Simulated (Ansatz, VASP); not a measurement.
**C: VASP beside Ansatz**

```
C
1.0
     0.00000    1.78574    1.78574
     1.78574    0.00000    1.78574
     1.78574    1.78574    0.00000
C
2
Cartesian
  0.0000 0.0000 0.0000
  0.8929 0.8929 0.8929
```

Alike in both runs: task relaxation of cell and atoms; functional PBE; dispersion D3(BJ); k mesh 12 × 12 × 12; occupations gaussian, width 0.02 eV; no spin polarisation.

|  | VASP | Ansatz |
| --- | --- | --- |
| version | VASP 6.6.1 | Ansatz 0.2.0 |
| potentials or method | VASP PAW PBE potentials, release 64 (C), cutoff 600 eV | scalar-relativistic, plane waves, PAW |
| valence electrons in the cell | 8 | 8 |

|  | VASP | Ansatz | Ansatz less VASP |
| --- | --- | --- | --- |
| gap on the k mesh at the Fermi level, each at its own relaxed structure (eV) | 4.17 | 4.18 | +0.007 |
| relaxed volume (Å³/atom) | 5.63 | 5.62 | 0.000 |
| relaxed cell length with the largest relative difference (Å) | 2.515 | 2.515 | 0.0000 |
